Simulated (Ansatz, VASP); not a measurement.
One calculation of Sc2TiN3, two programs

The input INCAR:

```
PREC     = Accurate       # precision mode
ENCUT    = 600            # plane-wave cutoff, eV
EDIFF    = 1E-6           # SCF threshold, eV
ISMEAR   = 0              # smearing method
SIGMA    = 0.15           # smearing width, eV
LREAL    = F              # projectors in reciprocal space
LASPH    = T              # aspherical terms in the spheres
NELM     = 150            # most SCF steps
ALGO     = Normal         # electronic algorithm
ISIF     = 3              # what is computed and relaxed
LWAVE    = F              # write WAVECAR
LCHARG   = F              # write CHGCAR
ISPIN    = 2              # spin polarisation
MAGMOM   = 0 0 1 0 0 0    # initial moments
LORBIT   = 11             # projections on sites
LMAXMIX  = 4              # l up to which the mixer works
GGA      = PE             # functional
IBRION   = 2              # ionic algorithm
NSW      = 36             # ionic steps
EDIFFG   = -0.08          # ionic threshold
```

Contents of KPOINTS:

```
Automatic mesh
0
Gamma
  4 4 4
```

File POSCAR:

```
Sc2TiN3
1.0
   -1.6042722500      2.2705834100      4.8179422300
    1.6042722500     -2.2705834100      4.8179422300
    1.6042722500      2.2705834100     -4.8179422300
Sc Ti N
2 1 3
Direct
    0.6666670000      0.6666670000      0.0000000000
    0.3333330000      0.3333330000      0.0000000000
    0.0000000000      0.0000000000      0.0000000000
    0.8333330000      0.3333330000      0.5000000000
    0.1666670000      0.6666670000      0.5000000000
    0.5000000000      0.0000000000      0.5000000000
```

Input for Ansatz:

```yaml
crystal:
  lattice:
    - [-1.60427225, 2.27058341, 4.81794223]
    - [1.60427225, -2.27058341, 4.81794223]
    - [1.60427225, 2.27058341, -4.81794223]
  atoms:
    - { symbol: Sc, position: [0.666667, 0.666667, 0.0] }
    - { symbol: Sc, position: [0.333333, 0.333333, 0.0] }
    - { symbol: Ti, position: [0.0, 0.0, 0.0], spin: 1.0 }
    - { symbol: "N", position: [0.833333, 0.333333, 0.5] }
    - { symbol: "N", position: [0.166667, 0.666667, 0.5] }
    - { symbol: "N", position: [0.5, 0.0, 0.5] }
basis:
  ecutwfc: 420
kpoints:
  mp_grid: { grid: [4, 4, 4] }
hamiltonian:
  xc: pbe
scf:
  occupations: { method: gaussian, width: 0.15 }
  lower_state_search: "off"
output:
  forces: true
  stress: true
  eigenvalues: true
  populations: true
magnetization:
  spin_polarized: true
relax:
  adjacent_minimum: "off"
  f_tol: 0.08
  max_steps: 16
  cell: { stress_tol: 0.8 }
```

Alike in both runs: task relaxation of cell and atoms; functional PBE; k mesh 4 × 4 × 4; occupations gaussian, width 0.15 eV; collinear spin.

```csv
,VASP,Ansatz
version,VASP 6.6.1,Ansatz 0.2.0
potentials or method,"VASP PAW PBE potentials, release 64 (Sc_sv, Ti_sv, N), cutoff 600 eV","scalar-relativistic, plane waves, PAW"
valence electrons in the cell,49,49
```

|  | VASP | Ansatz | Ansatz less VASP |
| --- | --- | --- | --- |
| gap on the k mesh at the Fermi level, each at its own relaxed structure (eV) | none | none | - |
| net moment per atom (μB) | 0.00 | 0.00 | 0.000 |
| relaxed volume (Å³/atom) | 10.73 | 10.74 | +0.008 |
| relaxed length of the cell vector where the two differ most in proportion (Å) | 5.413 | 5.411 | -0.0016 |

A gap of «none» marks a metal or a gap that the smearing closes. Ansatz's warnings: seeded moment not kept.

The k mesh is coarse, so the values compare programs but aren't converged.
